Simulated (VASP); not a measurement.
# BaTe (Fm-3m) in VASP: G0W0 quasiparticle levels with r2SCAN

Aim: the G0W0 quasiparticle levels of BaTe with r2SCAN.

Everything below comes from runs of VASP 6.6.1. Logs are shortened: lines on timing, memory, paths and dates and some standing lists are left out, and cuts for length are marked.

### Step 1. The cell of the first run

The structure is cubic, space group Fm-3m (No. 225). The conventional cell has a = 7.065 Å, b = 7.065 Å, c = 7.065 Å, α = 90.00°, β = 90.00°, γ = 90.00°. Ba (site symmetry m-3m) has 6 Te at 3.53 Å within 4.6 Å. Within 4.6 Å of Te (site symmetry m-3m) lie 6 Ba at 3.53 Å.

### Step 2. G0W0 quasiparticle levels, r2SCAN

Contents of POSCAR:

```
BaTe
1.0
    0.0000000000      3.5323792142      3.5323792142
    3.5323792142      0.0000000000      3.5323792142
    3.5323792142      3.5323792142      0.0000000000
Ba Te
1 1
Direct
    0.0000000000      0.0000000000      0.0000000000
    0.5000000000      0.5000000000      0.5000000000
```

Contents of INCAR.step1:

```
PREC = Accurate
ENCUT = 500
EDIFF = 1E-8
ISMEAR = 0
SIGMA = 0.01
LREAL = F
LASPH = T
NELM = 100
ALGO = Normal
LWAVE = T
LCHARG = F
METAGGA = R2SCAN
LMIXTAU = T
```

Contents of INCAR.step2:

```
PREC = Accurate
ENCUT = 500
EDIFF = 1E-8
ISMEAR = 0
SIGMA = 0.01
LREAL = F
LASPH = T
NELM = 1
ALGO = Exact
LWAVE = T
LCHARG = F
METAGGA = R2SCAN
LMIXTAU = T
NBANDS = 339
LOPTICS = T
ISTART = 1
```

Contents of INCAR.step3:

```
PREC = Accurate
ENCUT = 500
EDIFF = 1E-8
ISMEAR = 0
SIGMA = 0.01
LREAL = F
LASPH = T
ALGO = EVGW0
LWAVE = F
LCHARG = F
METAGGA = R2SCAN
LMIXTAU = T
NELMGW = 1
NBANDS = 339
ENCUTGW = 140.0
NOMEGA = 96
PRECFOCK = Fast
ISTART = 1
NBANDSGW = 16
OMEGAMAX = 20
```

Contents of KPOINTS:

```
regular mesh
0
Gamma
  4 4 4
```

Potentials or basis: VASP PAW PBE potentials, release 64 (Ba_sv_GW, Te_GW).

Started as:

```
> cat potpaw_PBE.64/Ba_sv_GW/POTCAR potpaw_PBE.64/Te_GW/POTCAR > POTCAR
> cp INCAR.step1 INCAR
> mpirun -np 1 vasp_std > vasp.out
> cp INCAR.step2 INCAR
> mpirun -np 1 vasp_std > vasp.out
> cp INCAR.step3 INCAR
> mpirun -np 1 vasp_std > vasp.out
```

OUTCAR:

```text
PREC = Accurate
   ENCUT = 500
   EDIFF = 1E-8
   ISMEAR = 0
   LREAL = F
   LASPH = T
   METAGGA = R2SCAN
   NELMGW = 1
   ENCUTGW = 140.0
   PRECFOCK = Fast
   ISTART = 1

 ion  position               nearest neighbor table
   1  0.000  0.000  0.000-
   2  0.500  0.500  0.500-

  LATTYP: Found a face centered cubic cell.
 ALAT       =     7.0647584284

  Lattice vectors:

 A1 = (   0.0000000000,   3.5323792142,   3.5323792142)
 A2 = (   3.5323792142,   0.0000000000,   3.5323792142)
 A3 = (   3.5323792142,   3.5323792142,   0.0000000000)

Analysis of symmetry for initial positions (statically):
=====================================================================
 Subroutine PRICEL returns:
 Original cell was already a primitive cell.

 Routine SETGRP: Setting up the symmetry group for a
 face centered cubic supercell.

 Subroutine GETGRP returns: Found 48 space group operations
 (whereof 48 operations were pure point group operations)
 out of a pool of 48 trial point group operations.

The static configuration has the point symmetry O_h .

Analysis of symmetry for dynamics (positions and initial velocities):
=====================================================================
 Subroutine PRICEL returns:
 Original cell was already a primitive cell.

 Routine SETGRP: Setting up the symmetry group for a
 face centered cubic supercell.

 Subroutine GETGRP returns: Found 48 space group operations
 (whereof 48 operations were pure point group operations)
 out of a pool of 48 trial point group operations.

The dynamic configuration has the point symmetry O_h .

 Subroutine INISYM returns: Found 48 space group operations
 (whereof 48 operations are pure point group operations),
 and found     1 'primitive' translations

----------------------------------------------------------------------------------------

                                     Primitive cell

  volume of cell :      88.1520

  direct lattice vectors                    reciprocal lattice vectors
     0.000000000  3.532379214  3.532379214    -0.141547657  0.141547657  0.141547657
[... 46 lines left out ...]
  0.250000  0.250000  0.000000      6.000000
  0.500000  0.250000  0.000000     24.000000
 -0.250000  0.250000  0.000000     12.000000
  0.500000  0.500000  0.000000      3.000000
 -0.250000  0.500000  0.250000      6.000000
   k-points           NKPTS =      8   k-points in BZ     NKDIM =     64   number of bands    NBANDS=    339
   number of dos      NEDOS =    301   number of ions     NIONS =      2
   total plane-waves  NPLWV =  46656
   dimension x,y,z NGX =    36 NGY =   36 NGZ =   36
   dimension x,y,z NGXF=    72 NGYF=   72 NGZF=   72
   ions per type =               1   1
   NGX,Y,Z   is equivalent  to a cutoff of  11.98, 11.98, 11.98 a.u.
   NGXF,Y,Z  is equivalent  to a cutoff of  23.96, 23.96, 23.96 a.u.
 SYSTEM =  unknown system
   PREC   = accura    normal or accurate (medium, high low for compatibility)
   ISTART =      1    job   : 0-new  1-cont  2-samecut
   ICHARG =      0    charge: 1-file 2-atom 10-const
   ISPIN  =      1    spin polarized calculation?
   LNONCOLLINEAR =      F non collinear calculations
   LSORBIT =      F    spin-orbit coupling
   LASPH  =      T    aspherical Exc in radial PAW
   ENCUT  =  500.0 eV  36.75 Ry    6.06 a.u.   9.11  9.11  9.11*2*pi/ulx,y,z
   NELM   =     60;   NELMIN=  2; NELMDL=  0     # of ELM steps
   EDIFF  = 0.1E-07   stopping-criterion for ELM
   LREAL  =      F    real-space projection
   EDIFFG = 0.1E-06   stopping-criterion for IOM
   NSW    =      0    number of steps for IOM
   IBRION =     -1    ionic relax: 0-MD 1-quasi-New 2-CG
   NFREE  =      0    steps in history (QN), initial steepest desc. (CG)
   ISIF   =      0    stress and relaxation
   ISYM   =      3    0-nonsym 1-usesym 2-fastsym
   POTIM  = 0.5000    time-step for ionic-motion
   TEBEG  =    0.0;   TEEND  =   0.0 temperature during run
   PSTRESS=    0.0 pullay stress
   NELECT =      16.0000    total number of electrons
   NUPDOWN=      -1.0000    fix difference up-down
   EMIN   =  10.00;   EMAX   =-10.00  energy-range for DOS
   EFERMI =   0.00;   METHOD = LEGACY
   ISMEAR =     0;   SIGMA  =   0.01  broadening in eV -4-tet -1-fermi 0-gaus
   EFERMI_NEDOS =   21; number of points for ismear=-14 and -15
   IALGO  =     38    algorithm
   IMIX   =      4    mixing-type and parameters
     AMIX     =   0.40;   BMIX     =  1.00
     AMIX_MAG =   1.60;   BMIX_MAG =  1.00
  volume/ion in A,a.u.               =      44.08       297.44
  Fermi-wavevector in a.u.,A,eV,Ry     =   0.926910  1.751606 11.689607  0.859162
  Thomas-Fermi vector in A             =   2.052923
   LORBIT       =      0    0 simple, 1 ext, 2 COOP (PROOUT), +10 PAW based schemes
   METAGGA = R2SCAN    functional components
   LHFCALC =     T    Hartree Fock is set to
   PRECFOCK=fast      Normal, Fast or Accurate (Low or Medium for compatibility)
   ENCUT4O =  -1.0   cutoff for four orbital integrals eV
   NKREDX  =     1    reduce k-point grid by
   NKREDY  =     1    reduce k-point grid by
   NKREDZ  =     1    reduce k-point grid by
   AEXX    =    1.0000 exact exchange contribution
   HFSCREEN=    0.0000 screening length (either q_TF or 0.3 A-1)
   HFSCREENC=   0.0000 screening length for correlation (either q_TF or 0.3 A-1)
   ENCUTFOCK=  -1.0 apply spherical cutoff to Coloumb kernel
   IVDW    =     0    specifies the selected vdW correction
   LEPSILON=     F    determine dielectric tensor
   LRPA    =     F    only Hartree local field effects (RPA)
   LRPAFORCE           =     F    calculate RPA forces
   ENCUTGW             = 140.0    cutoff for response function in eV
   ENCUTGWSOFT         = 112.0    soft cutoff for Coulomb kernel in GW response function in eV
   ENCUTLF             =  -1.0    cutoff for local field effects
   NELMGW              =     1    number of iterations in solving QP/BSE equation
   NELMHF              =     1    number of iterations in the inner HF iteration
   NKREDLFX            =     1    NKREDLFY  =   1   NKREDLFZ  =   1
 non-spin polarized calculation
 Gauss-broadening in eV      SIGMA  =   0.01
  energy-cutoff  :      500.00
  volume of cell :       88.15
 maximum number of plane-waves:      2252
  NGX = 20; NGY = 20; NGZ = 20
   NGX = 19   NGY = 19   NGZ = 19
 maximum number of plane-waves:       343

 QP shifts <psi_nk| G(iteration)W_0 |psi_nk>: iteration 1
 for sc-GW calculations column KS-energies equals QP-energies in previous step
 and V_xc(KS)=  KS-energies - (<T + V_ion + V_H > + <T+V_H+V_ion>^1  + <V_x>^1)

 k-point   1 :       0.0000    0.0000    0.0000
  band No.  KS-energies  QP-energies   sigma(KS)   V_xc(KS)     V^pw_x(r,r')   Z            occupation Imag(sigma)

      1     -24.7336     -24.9849     -16.3102     -15.8641     -24.3171       0.5634       2.0000       0.7424
      2      -9.4728     -10.6836     -15.8740     -14.2704     -18.9211       0.7551       2.0000       0.1580
      3      -9.4728     -10.6836     -15.8740     -14.2704     -18.9211       0.7551       2.0000       0.1580
      4      -9.4728     -10.6836     -15.8740     -14.2704     -18.9211       0.7551       2.0000       0.1580
      5      -6.6536      -7.1656     -12.3469     -11.5730     -17.0814       0.6617       2.0000       0.9583
      6       3.0487       2.3387     -11.5940     -10.6744     -12.6516       0.7721       2.0000       0.0439
[... 135 lines left out ...]
      2      -9.6100     -10.7467     -15.6080     -14.0511     -18.8320       0.7301       2.0000       0.1952
      3      -9.6046     -10.8286     -15.7229     -14.0902     -18.8309       0.7497       2.0000       0.1887
      4      -9.6046     -10.8286     -15.7229     -14.0902     -18.8309       0.7497       2.0000       0.1887
      5      -6.2593      -6.7993     -12.7733     -12.0078     -17.2064       0.7054       2.0000       0.8726
      6       1.8754       1.0899     -11.0287      -9.9822     -12.4008       0.7506       2.0000       0.0583
[... 8 lines left out ...]
     15      11.3909      12.9174      -8.0198     -10.0641      -2.6599       0.7467       0.0000      -0.1914
     16      11.7878      11.9952      -9.5106      -9.7929      -4.7203       0.7346       0.0000      -0.1858
```

Wall time 15 min (1 thread of Intel Xeon Platinum 8488C (Sapphire Rapids), shared host); peak memory 1.4 GiB.

Results:

```yaml
Quasiparticle_gap: 2.85 eV
Least_direct_quasiparticle_gap: 3.26 eV
Band_gap_of_the_starting_levels_on_the_mesh: 1.99 eV
Least_direct_gap_of_the_starting_levels_on_the_mesh: 2.35 eV
```

Caveat: the k points lie up to 0.39 Å⁻¹ apart; bands, screening cutoff and mesh are small and nothing is extrapolated, so the quasiparticle values aren't converged; spin-orbit coupling is left out, which moves the levels of the heavy elements.
